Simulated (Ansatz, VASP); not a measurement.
# BaZnF2: VASP beside Ansatz

```
CELL_PARAMETERS angstrom
3.09634 0.00000 0.00000
0.00000 3.09634 0.00000
0.00000 0.00000 8.99146
ATOMIC_POSITIONS crystal
Ba 0.00000 0.00000 0.00000
Zn 0.00000 0.00000 0.50000
F 0.00000 0.00000 0.30156
F 0.00000 0.00000 0.69844
```

Alike in both runs: task single point; functional PBE; k mesh 6 × 6 × 2; occupations gaussian, width 0.1 eV; no spin polarisation.

```csv
,VASP,Ansatz
version,VASP 6.6.1,Ansatz 0.2.0
potentials or method,"VASP PAW PBE potentials, release 64 (Ba_sv, Zn, F), cutoff 520 eV","scalar-relativistic, plane waves, PAW"
valence electrons in the cell,36,36
```

|  | VASP | Ansatz | Ansatz less VASP |
| --- | --- | --- | --- |
| gap on the k mesh at the Fermi level (eV) | none | none | - |
| pressure (GPa) | 7.5 | 6.5 | -1.05 |
| traceless stress, the component that is largest in VASP (GPa) | -1.59 | -2.31 | -0.721 |
| rms of the force components (eV/Å) | 0.952 | 0.907 | -0.0457 |

Atom by atom the forces differ by 0.046 eV/Å (rms over components). A gap of «none» marks a metal or a gap that the smearing closes. With one functional, cell and mesh, what is left measures potentials, basis and numerics.

Neither program's run includes spin-orbit coupling.
